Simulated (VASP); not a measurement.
# ScCd (Pm-3m) in VASP: notebook

The runs below take ScCd through single point, with LDA.

All numbers are computed with VASP 6.6.1; they aren't measurements. Logs are shortened: lines on timing, memory, paths and dates and some standing lists are left out, and cuts for length are marked.

## 1. The cell of the first run

It takes space group Pm-3m (No. 221, cubic). Conventional cell: a = 2.799 Å, b = 2.799 Å, c = 2.799 Å, α = 90.00°, β = 90.00°, γ = 90.00°. Sc (site symmetry m-3m) has 8 Cd at 2.42 Å and 6 Sc at 2.80 Å within 3.2 Å. Within 3.2 Å of Cd (site symmetry m-3m) lie 8 Sc at 2.42 Å and 6 Cd at 2.80 Å.

## 2. Single point, LDA

Contents of INCAR:

```
  ALGO = Normal
  EDIFF = 1E-6
  ENCUT = 520
  ISIF = 2
  ISMEAR = -1
  LASPH = True
  LCHARG = False
  LREAL = False
  LWAVE = False
  NBANDS = 18
  NELM = 80
  PREC = Accurate
  SIGMA = 0.05
```

Contents of KPOINTS:

```
k-points
0
Gamma
  10 10 10
```

Contents of POSCAR:

```
ScCd
1.0
    2.7987909165      0.0000000000      0.0000000000
    0.0000000000      2.7987909165      0.0000000000
    0.0000000000      0.0000000000      2.7987909165
Sc Cd
1 1
Direct
    0.5000000000      0.5000000000      0.5000000000
    0.0000000000      0.0000000000      0.0000000000
```

Potentials or basis: VASP PAW LDA potentials, release 64 (Sc_sv, Cd).

The run is started by

```
> cat potpaw_LDA.64/Sc_sv/POTCAR potpaw_LDA.64/Cd/POTCAR > POTCAR
> mpirun -np 1 vasp_std > vasp.out
```

OUTCAR:

```text
EDIFF = 1E-6
   ENCUT = 520
   ISIF = 2
   ISMEAR = -1
   LASPH = True
   LREAL = False
   NELM = 80
   PREC = Accurate

 ion  position               nearest neighbor table
   1  0.500  0.500  0.500-   2 2.42   2 2.42   2 2.42   2 2.42   2 2.42   2 2.42   2 2.42   2 2.42

   2  0.000  0.000  0.000-   1 2.42   1 2.42   1 2.42   1 2.42   1 2.42   1 2.42   1 2.42   1 2.42

  LATTYP: Found a simple cubic cell.
 ALAT       =     2.7987909165

  Lattice vectors:

 A1 = (   2.7987909165,   0.0000000000,   0.0000000000)
 A2 = (   0.0000000000,   2.7987909165,   0.0000000000)
 A3 = (   0.0000000000,   0.0000000000,   2.7987909165)

Analysis of symmetry for initial positions (statically):
=====================================================================
 Subroutine PRICEL returns:
 Original cell was already a primitive cell.

 Routine SETGRP: Setting up the symmetry group for a
 simple cubic supercell.

 Subroutine GETGRP returns: Found 48 space group operations
 (whereof 48 operations were pure point group operations)
 out of a pool of 48 trial point group operations.

The static configuration has the point symmetry O_h .

Analysis of symmetry for dynamics (positions and initial velocities):
=====================================================================
 Subroutine PRICEL returns:
 Original cell was already a primitive cell.

 Routine SETGRP: Setting up the symmetry group for a
 simple cubic supercell.

 Subroutine GETGRP returns: Found 48 space group operations
 (whereof 48 operations were pure point group operations)
 out of a pool of 48 trial point group operations.

The dynamic configuration has the point symmetry O_h .

 Subroutine INISYM returns: Found 48 space group operations
 (whereof 48 operations are pure point group operations),
 and found     1 'primitive' translations

----------------------------------------------------------------------------------------

                                     Primitive cell

  volume of cell :      21.9236

  direct lattice vectors                    reciprocal lattice vectors
     2.798790916  0.000000000  0.000000000     0.357297144  0.000000000  0.000000000
     0.000000000  2.798790916  0.000000000     0.000000000  0.357297144  0.000000000
     0.000000000  0.000000000  2.798790916     0.000000000  0.000000000  0.357297144

  length of vectors
     2.798790916  2.798790916  2.798790916     0.357297144  0.357297144  0.357297144

  position of ions in fractional coordinates (direct lattice)
[... 78 lines left out ...]
   NELM   =     80;   NELMIN=  2; NELMDL= -5     # of ELM steps
   EDIFF  = 0.1E-05   stopping-criterion for ELM
   LREAL  =      F    real-space projection
   EDIFFG = 0.1E-04   stopping-criterion for IOM
   NSW    =      0    number of steps for IOM
   IBRION =     -1    ionic relax: 0-MD 1-quasi-New 2-CG
   NFREE  =      0    steps in history (QN), initial steepest desc. (CG)
   ISIF   =      2    stress and relaxation
   ISYM   =      2    0-nonsym 1-usesym 2-fastsym
   POTIM  = 0.5000    time-step for ionic-motion
   TEBEG  =    0.0;   TEEND  =   0.0 temperature during run
   PSTRESS=    0.0 pullay stress
   NELECT =      23.0000    total number of electrons
   NUPDOWN=      -1.0000    fix difference up-down
   EMIN   =  10.00;   EMAX   =-10.00  energy-range for DOS
   EFERMI =   0.00;   METHOD = LEGACY
   ISMEAR =    -1;   SIGMA  =   0.05  broadening in eV -4-tet -1-fermi 0-gaus
   EFERMI_NEDOS =   21; number of points for ismear=-14 and -15
   IALGO  =     38    algorithm
   IMIX   =      4    mixing-type and parameters
     AMIX     =   0.40;   BMIX     =  1.00
     AMIX_MAG =   1.60;   BMIX_MAG =  1.00
  volume/ion in A,a.u.               =      10.96        73.97
  Fermi-wavevector in a.u.,A,eV,Ry     =   1.663465  3.143493 37.648894  2.767116
  Thomas-Fermi vector in A             =   2.750177
   LORBIT       =      0    0 simple, 1 ext, 2 COOP (PROOUT), +10 PAW based schemes
   GGA     = CA    functional components
   LHFCALC =     F    Hartree Fock is set to
   AEXX    =    0.0000 exact exchange contribution
   IVDW    =     0    specifies the selected vdW correction
   LEPSILON=     F    determine dielectric tensor
   LRPA    =     F    only Hartree local field effects (RPA)
 non-spin polarized calculation
  energy-cutoff  :      520.00
  volume of cell :       21.92
 maximum number of plane-waves:       624
 NGX is ok and might be reduce to    24
   NGX = 11   NGY = 11   NGZ = 11

 number of electron      23.0000003 magnetization

 Free energy of the ion-electron system (eV)
  ---------------------------------------------------
  ext. energy  EPLUGINS =         0.00000000
  ---------------------------------------------------
  free energy    TOTEN  =        -2.23519616 eV

  energy without entropy =       -2.21934162  energy(sigma->0) =       -2.22726889

 E-fermi :   9.7557     XC(G=0): -14.7723

 val. band max:        9.7545071029   @ k =   0.1000   0.0000   0.0000
 cond. band min:       9.8013444223   @ k =   0.3000   0.2000   0.0000
 fundamental gap:      0.0468373194
 Fermi energy:         9.7556799039

 k-point     1 :       0.0000    0.0000    0.0000
  band No.  band energies     occupation
      1     -38.0533      2.00000
      2     -16.7648      2.00000
      3     -16.7648      2.00000
      4     -16.7648      2.00000
      5      -3.0090      2.00000
      6      -3.0090      2.00000
[... 481 lines left out ...]
      5      -2.4371      2.00000
      6      -1.6671      2.00000
[... 10 lines left out ...]
     17      23.1188      0.00000
     18      23.2395      0.00000

 [... further k-points ...]

------------------------ aborting loop because EDIFF is reached ----------------------------------------

  FORCE on cell =-STRESS in cart. coord.  units (eV):
  Direction    XX          YY          ZZ          XY          YZ          ZX
  --------------------------------------------------------------------------------------
  -------------------------------------------------------------------------------------
  Total       26.6334703     26.6334703     26.6334703      0.0000000      0.0000000     -0.0000000
  in kB     1946.3770411   1946.3770411   1946.3770411      0.0000000      0.0000000     -0.0000000
  external PRESSURE =    1946.3770411 kB  Pullay stress =       0.0000000 kB

 VOLUME and BASIS-vectors are now :
 -----------------------------------------------------------------------------
  energy-cutoff  :      520.00
  volume of cell :       21.92
      direct lattice vectors                 reciprocal lattice vectors
     2.798790916  0.000000000  0.000000000     0.357297144  0.000000000  0.000000000
     0.000000000  2.798790916  0.000000000     0.000000000  0.357297144  0.000000000
     0.000000000  0.000000000  2.798790916     0.000000000  0.000000000  0.357297144

 POSITION                                       TOTAL-FORCE (eV/Angst)
 -----------------------------------------------------------------------------------
      1.39940      1.39940      1.39940         0.000000      0.000000      0.000000
      0.00000      0.00000      0.00000         0.000000      0.000000      0.000000
 -----------------------------------------------------------------------------------
    total drift:                                0.000000      0.000000     -0.000000

  FREE ENERGIE OF THE ION-ELECTRON SYSTEM (eV)
  ---------------------------------------------------
  free  energy   TOTEN  =        -2.2351961620 eV

  energy  without entropy=       -2.2193416239  energy(sigma->0) =       -2.22726889
```

OSZICAR:

```text
N       E                     dE             d eps       ncg     rms          rms(c)
DAV:   1     0.218983572834E+03    0.21898E+03   -0.12788E+04  2200   0.160E+03
DAV:   2     0.302855627221E+01   -0.21596E+03   -0.21155E+03  2088   0.449E+02
DAV:   3    -0.283838624274E+01   -0.58669E+01   -0.58123E+01  2606   0.971E+01
DAV:   4    -0.289408256021E+01   -0.55696E-01   -0.55653E-01  2630   0.790E+00
DAV:   5    -0.289527391286E+01   -0.11914E-02   -0.11913E-02  2710   0.971E-01    0.247E+01
DAV:   6    -0.237289214166E+01    0.52238E+00   -0.77557E-01  2278   0.119E+01    0.140E+01
DAV:   7    -0.224451974542E+01    0.12837E+00   -0.17564E-01  2936   0.540E+00    0.276E+00
DAV:   8    -0.223589642385E+01    0.86233E-02   -0.73375E-03  2772   0.136E+00    0.624E-01
DAV:   9    -0.223518107250E+01    0.71535E-03   -0.15207E-03  2482   0.610E-01    0.349E-02
DAV:  10    -0.223519583619E+01   -0.14764E-04   -0.36804E-05  2326   0.709E-02    0.128E-02
DAV:  11    -0.223519616197E+01   -0.32578E-06   -0.11157E-06  1414   0.191E-02
   1 F= -.22351962E+01 E0= -.22272689E+01  d E =-.158545E-01
```

Run time: 7.6 s. Hardware: 1 thread of Intel Xeon 6975P-C (Granite Rapids), shared host; peak memory 0.14 GiB.

What came out:

```yaml
Free_energy: -2.2352 eV
Pressure: 194.6 GPa
Band_gap_on_the_k_mesh: zero (an odd number of electrons rules out a gap without spin polarisation)
```

Caveat: the cell stands under pressure.

## 3. Single point, LDA (10.96 Å³/atom)

Contents of INCAR:

```
SYSTEM = ScCd
PREC = Accurate
ENCUT = 520
EDIFF = 1E-7
ISMEAR = -1
SIGMA = 0.05
LREAL = .FALSE.
LASPH = .TRUE.
NELM = 100
ALGO = Normal
ISIF = 2
LWAVE = .FALSE.
LCHARG = .FALSE.
GGA = CA
NBANDS = 18
```

Contents of KPOINTS:

```
Automatic mesh
0
G
  10 10 10
  0 0 0
```

POSCAR is that of step 2.

Potentials or basis: VASP PAW LDA potentials, release 64 (Sc_sv, Cd).

The run is started by

```
> cat potpaw_LDA.64/Sc_sv/POTCAR potpaw_LDA.64/Cd/POTCAR > POTCAR
> mpirun -np 1 vasp_std > vasp.out
```

It took 9.7 s on 1 thread of Intel Xeon 6975P-C (Granite Rapids), shared host; peak memory 0.14 GiB.

It converged, with:

```
Free energy            : -2.2352 eV
Pressure               : 194.7 GPa
Band gap on the k mesh : zero (an odd number of electrons rules out a gap without spin polarisation)
```

Levels at points of the mesh, in eV from the Fermi level:
```
           k point  band 8  band 9  band 10  band 11  band 12  band 13  band 14  band 15  band 16  band 17
(0.00, 0.00, 0.00)  -10.54  -10.54   -10.45     0.12     0.12     5.11     5.11     5.11     9.50     9.50
(0.50, 0.00, 0.00)  -10.70  -10.31    -5.12    -3.59    -1.15     1.14     1.14     4.46     7.07    15.24
(0.50, 0.50, 0.00)  -11.40   -9.48    -4.13     0.20     0.20     1.13     4.11     4.11     6.26    11.79
(0.50, 0.50, 0.50)   -9.43   -9.43    -3.82    -3.82    -3.82     5.57     6.45     6.45    10.48    10.48
```

Caveat: the cell stands under pressure.

## 4. Single point, LDA

This run uses another cell than the first one, of 14.25 Å³/atom.

Contents of INCAR:

```
PREC = Accurate ; ENCUT = 520
EDIFF = 1E-6 ; ISMEAR = -1
SIGMA = 0.05 ; LREAL = False
LASPH = True ; NELM = 100
ALGO = Normal ; ISIF = 2
LWAVE = False ; LCHARG = False
GGA = CA ; NBANDS = 18
```

Contents of KPOINTS:

```
regular mesh
0
Gamma
  10 10 10
```

Contents of POSCAR:

```
ScCd
1.0
    3.0545804875      0.0000000000      0.0000000000
    0.0000000000      3.0545804875      0.0000000000
    0.0000000000      0.0000000000      3.0545804875
Sc Cd
1 1
Direct
    0.5000000000      0.5000000000      0.5000000000
    0.0000000000      0.0000000000      0.0000000000
```

The run is started by

```
> cat potpaw_LDA.64/Sc_sv/POTCAR potpaw_LDA.64/Cd/POTCAR > POTCAR
> mpirun -np 1 vasp_std > vasp.out
```

Wall time 10 s (1 thread of Intel Xeon 6975P-C (Granite Rapids), shared host); peak memory 0.15 GiB.

The run converged. Its results:

```yaml
Free_energy: -7.1097 eV
Pressure: 65.6 GPa
Band_gap_on_the_k_mesh: zero (an odd number of electrons rules out a gap without spin polarisation)
```

Levels at points of the mesh, in eV from the Fermi level:
```csv
k point,band 8,band 9,band 10,band 11,band 12,band 13,band 14,band 15,band 16,band 17
"(0.00, 0.00, 0.00)",-9.41,-9.41,-9.33,0.18,0.18,3.96,3.96,3.96,7.30,7.30
"(0.50, 0.00, 0.00)",-9.61,-9.29,-4.59,-4.25,-0.33,1.18,1.18,3.64,5.32,12.85
"(0.50, 0.50, 0.00)",-9.89,-8.75,-3.77,-0.53,-0.53,0.79,3.11,3.11,4.86,8.55
"(0.50, 0.50, 0.50)",-8.72,-8.72,-2.73,-2.73,-2.73,3.46,4.98,4.98,7.62,7.62
```

Caveat: the cell stands under pressure.

## 5. Single point, LDA (14.25 Å³/atom)

This run uses another cell than the first one, of 14.25 Å³/atom.

Contents of INCAR:

```
SYSTEM = ScCd
  PREC = Accurate
  ENCUT = 520
  EDIFF = 1E-7
  ISMEAR = -1
  SIGMA = 0.05
  LREAL = .FALSE.
  LASPH = .TRUE.
  NELM = 100
  ALGO = Normal
  ISIF = 2
  LWAVE = .FALSE.
  LCHARG = .TRUE.
  LELF = .TRUE.
  LVHAR = .TRUE.
  NBANDS = 18
```

Contents of KPOINTS:

```
regular mesh
0
G
  10 10 10
  0 0 0
```

POSCAR is that of step 4.

The run is started by

```
> cat potpaw_LDA.64/Sc_sv/POTCAR potpaw_LDA.64/Cd/POTCAR > POTCAR
> mpirun -np 1 vasp_std > vasp.out
```

Wall time 11 s (1 thread of Intel Xeon 6975P-C (Granite Rapids), shared host); peak memory 0.15 GiB.

The run converged. Its results:

- Free energy: -7.1097 eV
- Pressure: 65.7 GPa
- Band gap on the k mesh: zero (an odd number of electrons rules out a gap without spin polarisation)

Levels at points of the mesh, in eV from the Fermi level:
| k point | band 9 | band 10 | band 11 | band 12 | band 13 | band 14 | band 15 | band 16 |
| --- | --- | --- | --- | --- | --- | --- | --- | --- |
| (0.00, 0.00, 0.00) | -9.41 | -9.33 | 0.18 | 0.18 | 3.96 | 3.96 | 3.96 | 7.30 |
| (0.50, 0.00, 0.00) | -9.29 | -4.59 | -4.25 | -0.33 | 1.18 | 1.18 | 3.64 | 5.32 |
| (0.50, 0.50, 0.00) | -8.75 | -3.77 | -0.53 | -0.53 | 0.79 | 3.11 | 3.11 | 4.86 |
| (0.50, 0.50, 0.50) | -8.72 | -2.73 | -2.73 | -2.73 | 3.46 | 4.98 | 4.98 | 7.62 |

Caveat: the cell stands under pressure.

(Continued in part 2 of 2.)
